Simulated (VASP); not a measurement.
# CdS (Fm-3m) in VASP: G0W0 quasiparticle levels with PBE

Aim: the G0W0 quasiparticle levels of CdS with PBE.

Everything below comes from runs of VASP 6.6.1. Logs are shortened: lines on timing, memory, paths and dates and some standing lists are left out, and cuts for length are marked.

## 1. The cell of the first run

The structure is cubic, space group Fm-3m (No. 225). Conventional cell: a = 5.454 Å, b = 5.454 Å, c = 5.454 Å, α = 90.00°, β = 90.00°, γ = 90.00°. Cd (site symmetry m-3m) has 6 S at 2.73 Å within 3.6 Å. Within 3.6 Å of S (site symmetry m-3m) lie 6 Cd at 2.73 Å.

## 2. G0W0 quasiparticle levels, PBE

Contents of POSCAR:

```
CdS
1.0
    0.0000000000      2.7267765504      2.7267765504
    2.7267765504      0.0000000000      2.7267765504
    2.7267765504      2.7267765504      0.0000000000
Cd S
1 1
Direct
    0.0000000000      0.0000000000      0.0000000000
    0.5000000000      0.5000000000      0.5000000000
```

Contents of INCAR.step1:

```
SYSTEM = CdS
  ALGO = Normal
  EDIFF = 1E-8
  ENCUT = 500
  GGA = PE
  ISMEAR = 0
  LASPH = .TRUE.
  LCHARG = .FALSE.
  LREAL = .FALSE.
  LWAVE = .TRUE.
  NELM = 100
  PREC = Accurate
  SIGMA = 0.01
```

Contents of INCAR.step2:

```
SYSTEM = CdS
  ALGO = Exact
  EDIFF = 1E-8
  ENCUT = 500
  GGA = PE
  ISMEAR = 0
  ISTART = 1
  LASPH = .TRUE.
  LCHARG = .FALSE.
  LOPTICS = .TRUE.
  LREAL = .FALSE.
  LWAVE = .TRUE.
  NBANDS = 161
  NELM = 1
  PREC = Accurate
  SIGMA = 0.01
```

Contents of INCAR.step3:

```
SYSTEM = CdS
  ALGO = EVGW0
  EDIFF = 1E-8
  ENCUT = 500
  ENCUTGW = 140.0
  GGA = PE
  ISMEAR = 0
  ISTART = 1
  LASPH = .TRUE.
  LCHARG = .FALSE.
  LREAL = .FALSE.
  LWAVE = .FALSE.
  NBANDS = 161
  NBANDSGW = 17
  NELMGW = 1
  NOMEGA = 96
  OMEGAMAX = 20
  PREC = Accurate
  PRECFOCK = Fast
  SIGMA = 0.01
```

Contents of KPOINTS:

```
k-points
0
G
  4 4 4
  0 0 0
```

Potentials or basis: VASP PAW PBE potentials, release 64 (Cd_GW, S_GW).

Command:

```
$ cat potpaw_PBE.64/Cd_GW/POTCAR potpaw_PBE.64/S_GW/POTCAR > POTCAR
$ cp INCAR.step1 INCAR
$ mpirun -np 1 vasp_std > vasp.out
$ cp INCAR.step2 INCAR
$ mpirun -np 1 vasp_std > vasp.out
$ cp INCAR.step3 INCAR
$ mpirun -np 1 vasp_std > vasp.out
```

OUTCAR:

```text
SYSTEM = CdS
   EDIFF = 1E-8
   ENCUT = 500
   ENCUTGW = 140.0
   GGA = PE
   ISMEAR = 0
   ISTART = 1
   LASPH = .TRUE.
   LREAL = .FALSE.
   NELMGW = 1
   PREC = Accurate
   PRECFOCK = Fast

 ion  position               nearest neighbor table
   1  0.000  0.000  0.000-   2 2.73   2 2.73   2 2.73   2 2.73   2 2.73   2 2.73
   2  0.500  0.500  0.500-   1 2.73   1 2.73   1 2.73   1 2.73   1 2.73   1 2.73

  LATTYP: Found a face centered cubic cell.
 ALAT       =     5.4535531008

  Lattice vectors:

 A1 = (   0.0000000000,   2.7267765504,   2.7267765504)
 A2 = (   2.7267765504,   0.0000000000,   2.7267765504)
 A3 = (   2.7267765504,   2.7267765504,   0.0000000000)

Analysis of symmetry for initial positions (statically):
=====================================================================
 Subroutine PRICEL returns:
 Original cell was already a primitive cell.

 Routine SETGRP: Setting up the symmetry group for a
 face centered cubic supercell.

 Subroutine GETGRP returns: Found 48 space group operations
 (whereof 48 operations were pure point group operations)
 out of a pool of 48 trial point group operations.

The static configuration has the point symmetry O_h .

Analysis of symmetry for dynamics (positions and initial velocities):
=====================================================================
 Subroutine PRICEL returns:
 Original cell was already a primitive cell.

 Routine SETGRP: Setting up the symmetry group for a
 face centered cubic supercell.

 Subroutine GETGRP returns: Found 48 space group operations
 (whereof 48 operations were pure point group operations)
 out of a pool of 48 trial point group operations.

The dynamic configuration has the point symmetry O_h .

 Subroutine INISYM returns: Found 48 space group operations
 (whereof 48 operations are pure point group operations),
 and found     1 'primitive' translations

----------------------------------------------------------------------------------------

                                     Primitive cell

  volume of cell :      40.5489

  direct lattice vectors                    reciprocal lattice vectors
     0.000000000  2.726776550  2.726776550    -0.183366694  0.183366694  0.183366694
     2.726776550  0.000000000  2.726776550     0.183366694 -0.183366694  0.183366694
     2.726776550  2.726776550  0.000000000     0.183366694  0.183366694 -0.183366694

  length of vectors
     3.856244379  3.856244379  3.856244379     0.317600430  0.317600430  0.317600430

  position of ions in fractional coordinates (direct lattice)
     0.000000000  0.000000000  0.000000000
     0.500000000  0.500000000  0.500000000

  ion indices of the primitive-cell ions
   primitive index   ion index
                 1           1
                 2           2

----------------------------------------------------------------------------------------

 KPOINTS: k-points

Automatic generation of k-mesh.
 Grid dimensions read from file:
 generate k-points for:    4    4    4

 Generating k-lattice:

  Cartesian coordinates                     Fractional coordinates (reciprocal lattice)
    -0.045841673  0.045841673  0.045841673     0.250000000  0.000000000  0.000000000
     0.045841673 -0.045841673  0.045841673     0.000000000  0.250000000  0.000000000
     0.045841673  0.045841673 -0.045841673     0.000000000  0.000000000  0.250000000

  Length of vectors
     0.079400107  0.079400107  0.079400107

  Shift w.r.t. Gamma in fractional coordinates (k-lattice)
     0.000000000  0.000000000  0.000000000

 Subroutine IBZKPT returns following result:
 ===========================================

 Found      8 irreducible k-points:

 Following reciprocal coordinates:
            Coordinates               Weight
  0.000000  0.000000  0.000000      1.000000
  0.250000  0.000000  0.000000      8.000000
  0.500000  0.000000  0.000000      4.000000
  0.250000  0.250000  0.000000      6.000000
  0.500000  0.250000  0.000000     24.000000
 -0.250000  0.250000  0.000000     12.000000
  0.500000  0.500000  0.000000      3.000000
 -0.250000  0.500000  0.250000      6.000000
   k-points           NKPTS =      8   k-points in BZ     NKDIM =     64   number of bands    NBANDS=    161
   number of dos      NEDOS =    301   number of ions     NIONS =      2
   total plane-waves  NPLWV =  21952
   dimension x,y,z NGX =    28 NGY =   28 NGZ =   28
   dimension x,y,z NGXF=    56 NGYF=   56 NGZF=   56
   ions per type =               1   1
   NGX,Y,Z   is equivalent  to a cutoff of  12.07, 12.07, 12.07 a.u.
   NGXF,Y,Z  is equivalent  to a cutoff of  24.14, 24.14, 24.14 a.u.
 SYSTEM =  CdS
   PREC   = accura    normal or accurate (medium, high low for compatibility)
   ISTART =      1    job   : 0-new  1-cont  2-samecut
   ICHARG =      0    charge: 1-file 2-atom 10-const
   ISPIN  =      1    spin polarized calculation?
   LNONCOLLINEAR =      F non collinear calculations
   LSORBIT =      F    spin-orbit coupling
   LASPH  =      T    aspherical Exc in radial PAW
   ENCUT  =  500.0 eV  36.75 Ry    6.06 a.u.   7.03  7.03  7.03*2*pi/ulx,y,z
   NELM   =     60;   NELMIN=  2; NELMDL=  0     # of ELM steps
   EDIFF  = 0.1E-07   stopping-criterion for ELM
   LREAL  =      F    real-space projection
   EDIFFG = 0.1E-06   stopping-criterion for IOM
   NSW    =      0    number of steps for IOM
   IBRION =     -1    ionic relax: 0-MD 1-quasi-New 2-CG
   NFREE  =      0    steps in history (QN), initial steepest desc. (CG)
   ISIF   =      0    stress and relaxation
   ISYM   =      3    0-nonsym 1-usesym 2-fastsym
   POTIM  = 0.5000    time-step for ionic-motion
   TEBEG  =    0.0;   TEEND  =   0.0 temperature during run
   PSTRESS=    0.0 pullay stress
   NELECT =      18.0000    total number of electrons
   NUPDOWN=      -1.0000    fix difference up-down
   EMIN   =  10.00;   EMAX   =-10.00  energy-range for DOS
   EFERMI =   0.00;   METHOD = LEGACY
   ISMEAR =     0;   SIGMA  =   0.01  broadening in eV -4-tet -1-fermi 0-gaus
   EFERMI_NEDOS =   21; number of points for ismear=-14 and -15
   IALGO  =     38    algorithm
   IMIX   =      4    mixing-type and parameters
     AMIX     =   0.40;   BMIX     =  1.00
     AMIX_MAG =   1.60;   BMIX_MAG =  1.00
  volume/ion in A,a.u.               =      20.27       136.82
  Fermi-wavevector in a.u.,A,eV,Ry     =   1.248838  2.359962 21.219598  1.559596
  Thomas-Fermi vector in A             =   2.382906
   LORBIT       =      0    0 simple, 1 ext, 2 COOP (PROOUT), +10 PAW based schemes
   GGA     = PE    functional components
   LHFCALC =     T    Hartree Fock is set to
   PRECFOCK=fast      Normal, Fast or Accurate (Low or Medium for compatibility)
   ENCUT4O =  -1.0   cutoff for four orbital integrals eV
   NKREDX  =     1    reduce k-point grid by
   NKREDY  =     1    reduce k-point grid by
   NKREDZ  =     1    reduce k-point grid by
   AEXX    =    1.0000 exact exchange contribution
   HFSCREEN=    0.0000 screening length (either q_TF or 0.3 A-1)
   HFSCREENC=   0.0000 screening length for correlation (either q_TF or 0.3 A-1)
   ENCUTFOCK=  -1.0 apply spherical cutoff to Coloumb kernel
   IVDW    =     0    specifies the selected vdW correction
   LEPSILON=     F    determine dielectric tensor
   LRPA    =     F    only Hartree local field effects (RPA)
   LRPAFORCE           =     F    calculate RPA forces
   ENCUTGW             = 140.0    cutoff for response function in eV
   ENCUTGWSOFT         = 112.0    soft cutoff for Coulomb kernel in GW response function in eV
   ENCUTLF             =  -1.0    cutoff for local field effects
   NELMGW              =     1    number of iterations in solving QP/BSE equation
   NELMHF              =     1    number of iterations in the inner HF iteration
   NKREDLFX            =     1    NKREDLFY  =   1   NKREDLFZ  =   1
 non-spin polarized calculation
 Gauss-broadening in eV      SIGMA  =   0.01
  energy-cutoff  :      500.00
  volume of cell :       40.55
 maximum number of plane-waves:      1056
  NGX = 16; NGY = 16; NGZ = 16
   NGX = 13   NGY = 13   NGZ = 13
 maximum number of plane-waves:       169

 QP shifts <psi_nk| G(iteration)W_0 |psi_nk>: iteration 1
 for sc-GW calculations column KS-energies equals QP-energies in previous step
 and V_xc(KS)=  KS-energies - (<T + V_ion + V_H > + <T+V_H+V_ion>^1  + <V_x>^1)

 k-point   1 :       0.0000    0.0000    0.0000
  band No.  KS-energies  QP-energies   sigma(KS)   V_xc(KS)     V^pw_x(r,r')   Z            occupation Imag(sigma)

      1      -8.1793      -8.5437     -13.2728     -12.6969     -20.7023       0.6327       2.0000       1.1426
      2      -3.0167      -4.8624     -17.9542     -15.3627     -23.1148       0.7122       2.0000       0.1497
      3      -3.0167      -4.8624     -17.9542     -15.3627     -23.1148       0.7122       2.0000       0.1497
      4      -3.0167      -4.8624     -17.9542     -15.3627     -23.1148       0.7122       2.0000       0.1497
      5      -3.0144      -4.8759     -18.0892     -15.5048     -23.3802       0.7203       2.0000       0.2130
      6      -3.0144      -4.8759     -18.0892     -15.5048     -23.3802       0.7203       2.0000       0.2130
[... 9 lines left out ...]
     16      16.1348      16.2813     -10.0754     -10.2699      -3.7267       0.7534       0.0000      -0.4227
     17      16.1348      16.2813     -10.0754     -10.2699      -3.7267       0.7534       0.0000      -0.4227

 k-point   2 :       0.2500    0.0000    0.0000
  band No.  KS-energies  QP-energies   sigma(KS)   V_xc(KS)     V^pw_x(r,r')   Z            occupation Imag(sigma)

      1      -7.6755      -8.0268     -13.5257     -12.9726     -20.8170       0.6351       2.0000       1.0755
      2      -3.1754      -4.9715     -17.8344     -15.3084     -23.1530       0.7110       2.0000       0.2148
      3      -3.1754      -4.9715     -17.8344     -15.3084     -23.1530       0.7110       2.0000       0.2148
      4      -3.0893      -4.9021     -17.7222     -15.1763     -22.8791       0.7121       2.0000       0.1663
      5      -2.9127      -4.7744     -18.0962     -15.4940     -23.2721       0.7154       2.0000       0.1568
      6      -2.9127      -4.7744     -18.0962     -15.4940     -23.2721       0.7154       2.0000       0.1568
[... 9 lines left out ...]
     16      15.5404      15.5236      -9.1684      -9.1467      -3.2994       0.7724       0.0000      -0.3246
     17      20.3642      20.3574      -9.0389      -9.0301      -2.8201       0.7765       0.0000      -0.5516

 k-point   3 :       0.5000    0.0000    0.0000
  band No.  KS-energies  QP-energies   sigma(KS)   V_xc(KS)     V^pw_x(r,r')   Z            occupation Imag(sigma)

      1      -7.0146      -7.3006     -13.9197     -13.4715     -21.1220       0.6380       2.0000       0.9951
      2      -3.3259      -5.0816     -17.6425     -15.1566     -22.9962       0.7063       2.0000       0.2287
      3      -3.3259      -5.0816     -17.6425     -15.1566     -22.9962       0.7063       2.0000       0.2287
      4      -3.2827      -4.9839     -16.9674     -14.5700     -22.0857       0.7096       2.0000       0.2188
      5      -2.8059      -4.6823     -18.2301     -15.6126     -23.4018       0.7169       2.0000       0.1555
      6      -2.8059      -4.6823     -18.2301     -15.6126     -23.4018       0.7169       2.0000       0.1555
[... 9 lines left out ...]
     16      17.3648      17.7376     -10.7557     -11.2532      -4.7155       0.7492       0.0000      -0.3580
     17      19.6397      19.9358     -10.4928     -10.8815      -3.9825       0.7619       0.0000      -0.6087

 k-point   4 :       0.2500    0.2500    0.0000
  band No.  KS-energies  QP-energies   sigma(KS)   V_xc(KS)     V^pw_x(r,r')   Z            occupation Imag(sigma)

      1      -7.6140      -7.9767     -13.6490     -13.0967     -20.9564       0.6568       2.0000       1.0815
      2      -3.1582      -4.8673     -17.4582     -15.0487     -22.7630       0.7094       2.0000       0.2491
      3      -3.0974      -4.9308     -17.8223     -15.2438     -22.9781       0.7110       2.0000       0.1509
      4      -2.9586      -4.8283     -18.1470     -15.5601     -23.4451       0.7228       2.0000       0.2132
      5      -2.9022      -4.7587     -18.0613     -15.4645     -23.2217       0.7149       2.0000       0.1534
      6      -2.9022      -4.7587     -18.0613     -15.4645     -23.2217       0.7149       2.0000       0.1534
[... 37 lines left out ...]
      2      -3.2631      -5.0170     -17.7280     -15.2366     -23.0949       0.7040       2.0000       0.2311
      3      -3.2138      -4.9272     -17.3148     -14.8855     -22.5268       0.7053       2.0000       0.2206
      4      -3.0426      -4.8610     -17.7705     -15.2153     -22.9260       0.7116       2.0000       0.1639
      5      -2.8662      -4.7320     -18.1365     -15.5272     -23.2948       0.7150       2.0000       0.1487
      6      -2.7292      -4.5725     -18.2002     -15.6416     -23.4140       0.7204       2.0000       0.1853
[... 9 lines left out ...]
     16      19.0665      19.1939      -9.8830     -10.0470      -3.3724       0.7767       0.0000      -0.6432
     17      20.0651      20.2878     -10.2885     -10.5818      -3.7920       0.7593       0.0000      -0.6539

 k-point   7 :       0.5000    0.5000    0.0000
  band No.  KS-energies  QP-energies   sigma(KS)   V_xc(KS)     V^pw_x(r,r')   Z            occupation Imag(sigma)

      1      -7.2628      -7.6997     -14.3349     -13.6590     -21.5623       0.6464       2.0000       0.9318
      2      -3.1782      -4.9956     -17.6895     -15.1263     -22.8428       0.7090       2.0000       0.1531
      3      -2.9023      -4.7752     -18.2106     -15.6163     -23.5099       0.7219       2.0000       0.2120
      4      -2.7389      -4.6193     -18.2844     -15.6635     -23.4462       0.7175       2.0000       0.1488
      5      -2.7389      -4.6193     -18.2844     -15.6635     -23.4462       0.7175       2.0000       0.1488
      6      -2.0247      -3.6723     -18.1565     -15.8781     -23.3276       0.7231       2.0000       0.2294
[... 9 lines left out ...]
     16      19.0861      19.4420     -11.1195     -11.6064      -4.5866       0.7310       0.0000      -0.4935
     17      19.0861      19.4420     -11.1195     -11.6064      -4.5866       0.7310       0.0000      -0.4935

 k-point   8 :      -0.2500    0.5000    0.2500
  band No.  KS-energies  QP-energies   sigma(KS)   V_xc(KS)     V^pw_x(r,r')   Z            occupation Imag(sigma)

      1      -7.1055      -7.5150     -14.3367     -13.7081     -21.5391       0.6513       2.0000       0.9358
      2      -3.1578      -4.9352     -17.7931     -15.2944     -23.1352       0.7113       2.0000       0.2318
      3      -3.0151      -4.8426     -17.8058     -15.2447     -22.9548       0.7136       2.0000       0.1622
      4      -3.0151      -4.8426     -17.8058     -15.2447     -22.9548       0.7136       2.0000       0.1622
      5      -2.7388      -4.6216     -18.2848     -15.6638     -23.4468       0.7183       2.0000       0.1486
      6      -2.2179      -3.9023     -18.1533     -15.8251     -23.3670       0.7234       2.0000       0.2282
[... 9 lines left out ...]
     16      19.0595      19.4167     -11.0924     -11.5714      -4.5657       0.7458       0.0000      -0.5005
     17      20.4680      20.8176     -11.2559     -11.7266      -4.7181       0.7426       0.0000      -0.7091
```

Wall time 5.8 min (1 thread of Intel Xeon Platinum 8488C (Sapphire Rapids), shared host); peak memory 0.43 GiB.

What came out:

- Quasiparticle gap: 0.83 eV
- Least direct quasiparticle gap: 2.33 eV
- Band gap of the starting levels on the mesh: 0.21 eV
- Least direct gap of the starting levels on the mesh: 1.72 eV

Caveat: the k points lie up to 0.50 Å⁻¹ apart; bands, screening cutoff and mesh are small and nothing is extrapolated, so the quasiparticle values aren't converged; the structure was generated, so it needn't be the stable form of CdS.
